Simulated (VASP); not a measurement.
# C (P1) in VASP: single point with PBE+D3(BJ)

Aim: the single point of C with PBE+D3(BJ).

Everything below comes from runs of VASP 6.6.1. Logs are shortened: lines on timing, memory, paths and dates and some standing lists are left out, and cuts for length are marked.

## (1) The cell of the first run

The typed cell holds 16 atoms: a = 5.285 Å, b = 5.285 Å, c = 5.285 Å, α = 60.00°, β = 60.00°, γ = 60.00°.

## (2) Single point, PBE+D3(BJ)

File INCAR:

```
SYSTEM = C
ALGO     = Normal         ! electronic algorithm
EDIFF    = 1E-7           ! SCF threshold, eV
ENCUT    = 520            ! plane-wave cutoff, eV
GGA      = PE             ! functional
ISIF     = 2              ! what is computed and relaxed
ISMEAR   = -1             ! smearing method
IVDW     = 12             ! dispersion correction
LASPH    = .TRUE.         ! aspherical terms in the spheres
LCHARG   = .FALSE.        ! write CHGCAR
LREAL    = Auto         
LWAVE    = .FALSE.        ! write WAVECAR
NBANDS   = 46             ! bands
NELM     = 60             ! most SCF steps
PREC     = Accurate       ! precision mode
SIGMA    = 0.3            ! smearing width, eV
```

File KPOINTS:

```
k-points
0
G
  3 3 3
  0 0 0
```

File POSCAR:

```
C
1.0
    0.0000000000      3.7368150000      3.7368150000
    3.7368150000      0.0000000000      3.7368150000
    3.7368150000      3.7368150000      0.0000000000
C
16
Direct
   -0.0173944924      0.0220508642      0.0252621551
    0.1136529371      0.1553461972      0.1372826859
   -0.0225994597      0.0000133804      0.5201087022
    0.1436918873      0.1568581800      0.6415490197
    0.0041746782      0.4951275351     -0.0037197453
    0.1438658323      0.6588230886      0.1279699423
    0.0191607024      0.5330207677      0.4921838518
    0.1199149543      0.6735682660      0.6105199214
    0.5115051187     -0.0169395595      0.0038803098
    0.5945972707      0.1418052539      0.1462743004
    0.4859887364      0.0131261515      0.5252200069
    0.6071882071      0.1345664690      0.6494166824
    0.5127093528      0.4768231770      0.0279114701
    0.6469680731      0.6279679353      0.0990683242
    0.4996367227      0.5029550566      0.4875676211
    0.6390870300      0.6303897838      0.6455631333
```

Potentials or basis: VASP PAW PBE potentials, release 64 (C).

Run with:

```
cat potpaw_PBE.64/C/POTCAR > POTCAR
mpirun -np 1 vasp_std > vasp.out
```

OUTCAR:

```text
SYSTEM = C
   EDIFF = 1E-7
   ENCUT = 520
   GGA = PE
   ISIF = 2
   ISMEAR = -1
   IVDW = 12
   LASPH = .TRUE.
   LREAL = Auto
   NELM = 60
   PREC = Accurate
 IVDW          = 12

 ion  position               nearest neighbor table
   1  0.983  0.022  0.025-   6 1.58   2 1.63   4 1.67  10 1.68
   2  0.114  0.155  0.137-   5 1.47   1 1.63   3 1.66   9 1.73
   3  0.977  0.000  0.520-   8 1.42  12 1.60   2 1.66   4 1.92
   4  0.144  0.157  0.642-  11 1.49   7 1.63   1 1.67   3 1.92
   5  0.004  0.495  0.996-   2 1.47  14 1.54   8 1.68   6 1.88
   6  0.144  0.659  0.128-   7 1.57   1 1.58  13 1.61   5 1.88
[... 8 lines left out ...]
  15  0.500  0.503  0.488-  12 1.60   8 1.65  14 1.68  16 1.84
  16  0.639  0.630  0.646-   7 1.65  13 1.66  11 1.66  15 1.84

  LATTYP: Found a face centered cubic cell.
 ALAT       =     7.4736300000

  Lattice vectors:

 A1 = (   0.0000000000,   3.7368150000,   3.7368150000)
 A2 = (   3.7368150000,   0.0000000000,   3.7368150000)
 A3 = (   3.7368150000,   3.7368150000,   0.0000000000)

Analysis of symmetry for initial positions (statically):
=====================================================================
 Subroutine PRICEL returns:
 Original cell was already a primitive cell.

 Routine SETGRP: Setting up the symmetry group for a
 face centered cubic supercell.

 Subroutine GETGRP returns: Found  1 space group operations
 (whereof  1 operations were pure point group operations)
 out of a pool of 48 trial point group operations.

The static configuration has the point symmetry C_1 .

Analysis of symmetry for dynamics (positions and initial velocities):
=====================================================================
 Subroutine PRICEL returns:
 Original cell was already a primitive cell.

 Routine SETGRP: Setting up the symmetry group for a
 face centered cubic supercell.

 Subroutine GETGRP returns: Found  1 space group operations
 (whereof  1 operations were pure point group operations)
 out of a pool of 48 trial point group operations.

The dynamic configuration has the point symmetry C_1 .

 Subroutine INISYM returns: Found  1 space group operations
 (whereof  1 operations are pure point group operations),
 and found     1 'primitive' translations

----------------------------------------------------------------------------------------

                                     Primitive cell

  volume of cell :     104.3602

  direct lattice vectors                    reciprocal lattice vectors
     0.000000000  3.736815000  3.736815000    -0.133803787  0.133803787  0.133803787
     3.736815000  0.000000000  3.736815000     0.133803787 -0.133803787  0.133803787
     3.736815000  3.736815000  0.000000000     0.133803787  0.133803787 -0.133803787

  length of vectors
     5.284654453  5.284654453  5.284654453     0.231754958  0.231754958  0.231754958

  position of ions in fractional coordinates (direct lattice)
     0.982605508  0.022050864  0.025262155
     0.113652937  0.155346197  0.137282686
     0.977400540  0.000013380  0.520108702
     0.143691887  0.156858180  0.641549020
     0.004174678  0.495127535  0.996280255
     0.143865832  0.658823089  0.127969942
[... 8 lines left out ...]
     0.499636723  0.502955057  0.487567621
     0.639087030  0.630389784  0.645563133

  ion indices of the primitive-cell ions
   primitive index   ion index
                 1           1
                 2           2
                 3           3
                 4           4
                 5           5
                 6           6
[... 8 lines left out ...]
                15          15
                16          16

----------------------------------------------------------------------------------------

 KPOINTS: k-points

Automatic generation of k-mesh.
 Grid dimensions read from file:
 generate k-points for:    3    3    3

 Generating k-lattice:

  Cartesian coordinates                     Fractional coordinates (reciprocal lattice)
    -0.044601262  0.044601262  0.044601262     0.333333333  0.000000000  0.000000000
     0.044601262 -0.044601262  0.044601262     0.000000000  0.333333333  0.000000000
     0.044601262  0.044601262 -0.044601262     0.000000000  0.000000000  0.333333333

  Length of vectors
     0.077251653  0.077251653  0.077251653

  Shift w.r.t. Gamma in fractional coordinates (k-lattice)
     0.000000000  0.000000000  0.000000000

 Subroutine IBZKPT returns following result:
 ===========================================

 Found     14 irreducible k-points:

 Following reciprocal coordinates:
            Coordinates               Weight
  0.000000  0.000000  0.000000      1.000000
  0.333333  0.000000  0.000000      2.000000
  0.000000  0.333333  0.000000      2.000000
  0.000000  0.000000  0.333333      2.000000
  0.333333  0.333333  0.333333      2.000000
  0.333333  0.333333  0.000000      2.000000
  0.000000  0.333333  0.333333      2.000000
  0.333333  0.000000  0.333333      2.000000
 -0.333333  0.333333  0.000000      2.000000
  0.000000 -0.333333  0.333333      2.000000
  0.333333  0.000000 -0.333333      2.000000
  0.333333  0.333333 -0.333333      2.000000
 -0.333333  0.333333 -0.333333      2.000000
  0.333333 -0.333333 -0.333333      2.000000
   k-points           NKPTS =     14   k-points in BZ     NKDIM =     14   number of bands    NBANDS=     46
   number of dos      NEDOS =    301   number of ions     NIONS =     16
   total plane-waves  NPLWV =  64000
   dimension x,y,z NGX =    40 NGY =   40 NGZ =   40
   dimension x,y,z NGXF=    80 NGYF=   80 NGZF=   80
   ions per type =              16
   NGX,Y,Z   is equivalent  to a cutoff of  12.58, 12.58, 12.58 a.u.
   NGXF,Y,Z  is equivalent  to a cutoff of  25.17, 25.17, 25.17 a.u.
 SYSTEM =  C
   PREC   = accura    normal or accurate (medium, high low for compatibility)
   ISTART =      0    job   : 0-new  1-cont  2-samecut
   ICHARG =      2    charge: 1-file 2-atom 10-const
   ISPIN  =      1    spin polarized calculation?
   LNONCOLLINEAR =      F non collinear calculations
   LSORBIT =      F    spin-orbit coupling
   LASPH  =      T    aspherical Exc in radial PAW
   ENCUT  =  520.0 eV  38.22 Ry    6.18 a.u.   9.83  9.83  9.83*2*pi/ulx,y,z
   NELM   =     60;   NELMIN=  2; NELMDL= -5     # of ELM steps
   EDIFF  = 0.1E-06   stopping-criterion for ELM
   LREAL  =      T    real-space projection
   EDIFFG = 0.1E-05   stopping-criterion for IOM
   NSW    =      0    number of steps for IOM
   IBRION =     -1    ionic relax: 0-MD 1-quasi-New 2-CG
   NFREE  =      0    steps in history (QN), initial steepest desc. (CG)
   ISIF   =      2    stress and relaxation
   ISYM   =      2    0-nonsym 1-usesym 2-fastsym
   POTIM  = 0.5000    time-step for ionic-motion
   TEBEG  =    0.0;   TEEND  =   0.0 temperature during run
   PSTRESS=    0.0 pullay stress
   NELECT =      64.0000    total number of electrons
   NUPDOWN=      -1.0000    fix difference up-down
   EMIN   =  10.00;   EMAX   =-10.00  energy-range for DOS
   EFERMI =   0.00;   METHOD = LEGACY
   ISMEAR =    -1;   SIGMA  =   0.30  broadening in eV -4-tet -1-fermi 0-gaus
   EFERMI_NEDOS =   21; number of points for ismear=-14 and -15
   IALGO  =     38    algorithm
   IMIX   =      4    mixing-type and parameters
     AMIX     =   0.40;   BMIX     =  1.00
     AMIX_MAG =   1.60;   BMIX_MAG =  1.00
  volume/ion in A,a.u.               =       6.52        44.02
  Fermi-wavevector in a.u.,A,eV,Ry     =   1.390881  2.628383 26.321140  1.934549
  Thomas-Fermi vector in A             =   2.514773
   LORBIT       =      0    0 simple, 1 ext, 2 COOP (PROOUT), +10 PAW based schemes
   GGA     = PE    functional components
   LHFCALC =     F    Hartree Fock is set to
   AEXX    =    0.0000 exact exchange contribution
   IVDW    =    12    specifies the selected vdW correction
   LEPSILON=     F    determine dielectric tensor
   LRPA    =     F    only Hartree local field effects (RPA)
 non-spin polarized calculation
  energy-cutoff  :      520.00
  volume of cell :      104.36
 maximum number of plane-waves:      2822
   NGX = 19   NGY = 19   NGZ = 19

 number of electron      64.0000000 magnetization

 Free energy of the ion-electron system (eV)
  ---------------------------------------------------
  ext. energy  EPLUGINS =         0.00000000
  ---------------------------------------------------
  free energy    TOTEN  =      -138.88681527 eV

  energy without entropy =     -138.85104958  energy(sigma->0) =     -138.86893243

 E-fermi :   9.7068     XC(G=0): -12.5603

 val. band max:        9.1599538024   @ k =   0.0000   0.0000   0.0000
 cond. band min:      10.7233960764   @ k =   0.0000   0.0000   0.0000
 fundamental gap:      1.5634422740
 Fermi energy:         9.7067955660

 k-point     1 :       0.0000    0.0000    0.0000
  band No.  band energies     occupation
      1     -12.1318      2.00000
      2      -7.6808      2.00000
      3      -7.3141      2.00000
      4      -7.2005      2.00000
      5      -6.6567      2.00000
      6      -5.3391      2.00000
[... 36 lines left out ...]
     43      14.0686      0.00000
     44      14.4561      0.00000

 k-point     2 :       0.3333    0.0000    0.0000
  band No.  band energies     occupation
      1     -11.4629      2.00000
      2      -9.5056      2.00000
      3      -7.6071      2.00000
      4      -7.0950      2.00000
      5      -6.8873      2.00000
      6      -6.2063      2.00000
[... 36 lines left out ...]
     43      14.9561      0.00000
     44      15.4606      0.00000

 k-point     3 :       0.0000    0.3333    0.0000
  band No.  band energies     occupation
      1     -11.4553      2.00000
      2      -9.4998      2.00000
      3      -7.6392      2.00000
      4      -7.2450      2.00000
      5      -6.8314      2.00000
      6      -6.3900      2.00000
[... 506 lines left out ...]
     43      15.9289      0.00000
     44      16.2044      0.00000

 k-point    14 :       0.3333   -0.3333   -0.3333
  band No.  band energies     occupation
      1     -10.6397      2.00000
      2      -9.6778      2.00000
      3      -9.2077      2.00000
      4      -7.9943      2.00000
      5      -7.3681      2.00000
      6      -5.6244      2.00000
[... 36 lines left out ...]
     43      15.9868      0.00000
     44      16.1865      0.00000
 [bands above 44 left out]

------------------------ aborting loop because EDIFF is reached ----------------------------------------

 Edisp (eV)   -2.66878

 E8    (eV) :    -0.7704

  FORCE on cell =-STRESS in cart. coord.  units (eV):
  Direction    XX          YY          ZZ          XY          YZ          ZX
  --------------------------------------------------------------------------------------
  -------------------------------------------------------------------------------------
  Total     -25.45052   -24.82435   -25.95421     2.63308     3.10013     3.59127
  in kB    -390.72619  -381.11290  -398.45903    40.42403    47.59432    55.13459
  external pressure =     -390.10 kB  Pullay stress =        0.00 kB

 VOLUME and BASIS-vectors are now :
 -----------------------------------------------------------------------------
  energy-cutoff  :      520.00
  volume of cell :      104.36
      direct lattice vectors                 reciprocal lattice vectors
     0.000000000  3.736815000  3.736815000    -0.133803787  0.133803787  0.133803787
     3.736815000  0.000000000  3.736815000     0.133803787 -0.133803787  0.133803787
     3.736815000  3.736815000  0.000000000     0.133803787  0.133803787 -0.133803787

 POSITION                                       TOTAL-FORCE (eV/Angst)
 -----------------------------------------------------------------------------------
      0.17680      3.76621      3.75421        -1.548570      0.188747      2.322794
      1.09350      0.93770      1.00520        -2.886780      1.160973     -3.366454
      1.94360      5.59592      3.65242         3.097089     -1.281800      5.856782
      2.98350      2.93430      1.12310         0.240318     -2.692509     -4.037877
      5.57312      3.73852      1.86580         3.076858     -0.285960      3.829819
      2.94010      1.01580      2.99950        -0.908010     -0.918876     -3.548531
[... 8 lines left out ...]
      3.70140      3.68900      3.74650         3.198054      2.177867      2.310837
      4.76800      4.80050      4.74380        -1.830207     -2.551248     -0.801272
 -----------------------------------------------------------------------------------
    total drift:                                0.007564     -0.031999      0.005018

  FREE ENERGIE OF THE ION-ELECTRON SYSTEM (eV)
  ---------------------------------------------------
  free  energy   TOTEN  =      -141.5555970978 eV

  energy  without entropy=     -141.5198314113  energy(sigma->0) =     -141.53771425
```

Run time: 64 s. Hardware: 1 thread of Intel Xeon 6975P-C (Granite Rapids), shared host; peak memory 0.24 GiB.

What came out:

| Quantity | Value |
| --- | --- |
| Free energy | -141.5556 eV |
| Pressure | -39.0 GPa |
| Largest force | 6.874 eV/Å |
| Band gap on the k mesh | 1.56 eV, direct |
| Dispersion energy per atom | -0.167 eV |

Forces in eV/Å, atoms in the order of the input:
```
C   -1.549  0.189  2.323
C   -2.887  1.161 -3.366
C    3.097 -1.282  5.857
C    0.240 -2.693 -4.038
C    3.077 -0.286  3.830
C   -0.908 -0.919 -3.549
C    0.281 -0.367 -2.586
C   -3.829  4.116 -3.462
C    4.223 -1.688  0.989
C   -3.297  4.128 -0.221
C   -1.431  1.000 -0.006
C   -2.121 -0.603  1.675
C    1.462 -5.490  3.870
C    2.275  3.107 -2.824
C    3.198  2.178  2.311
C   -1.830 -2.551 -0.801
```

Levels at points of the mesh, in eV from the valence-band top:
| k point | band 29 | band 30 | band 31 | band 32 | band 33 | band 34 | band 35 | band 36 |
| --- | --- | --- | --- | --- | --- | --- | --- | --- |
| (0.00, 0.00, 0.00) | -2.49 | -2.30 | -1.18 | 0.00 | 1.56 | 1.77 | 2.15 | 2.59 |

Caveat: the k points lie up to 0.49 Å⁻¹ apart; forces of over 1 eV/Å act on the atoms, so gaps and moduli don't describe the material at rest. A k mesh can miss the band edges.
